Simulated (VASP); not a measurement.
Input of a VASP 6.6.1 run:

Contents of INCAR:

```
SYSTEM = KBr
PREC = Accurate
ENCUT = 600
EDIFF = 1E-6
ISMEAR = -1
SIGMA = 0.05
LREAL = .False.
LASPH = .True.
NELM = 100
ALGO = Normal
ISIF = 3
LWAVE = .False.
LCHARG = .False.
GGA = PS
IVDW = 13
IBRION = 2
NSW = 80
EDIFFG = -0.005
```

KPOINTS

```
regular mesh
0
Gamma
  7 7 7
  0 0 0
```

The input POSCAR:

```
KBr
1.0
    0.0000000000      3.3000000000      3.3000000000
    3.3000000000      0.0000000000      3.3000000000
    3.3000000000      3.3000000000      0.0000000000
Br K
1 1
Direct
    0.5000000000      0.5000000000      0.5000000000
    0.0000000000      0.0000000000      0.0000000000
```

Potentials or basis: VASP PAW PBE potentials, release 64 (Br, K_sv).

Launch:

```bash
$ cat potpaw_PBE.64/Br/POTCAR potpaw_PBE.64/K_sv/POTCAR > POTCAR
$ mpirun -np 1 vasp_std > vasp.out
```

Task: What does it give for the relaxed cell?

Result: a = 4.603 Å, b = 4.603 Å, c = 4.603 Å, α = 60.00°, β = 60.00°, γ = 60.00°.

Task: Predict the space group after relaxing (to 0.1 Å).

Result: Fm-3m (No. 225).

Task: What does it give for the dispersion energy per atom?

Result: -0.079 eV.

Final structure:
```
Br K
1.0
     0.00000    3.25469    3.25469
     3.25469    0.00000    3.25469
     3.25469    3.25469    0.00000
Br K
1 1
Direct
  0.50000 0.50000 0.50000
  0.00000 0.00000 0.00000
```
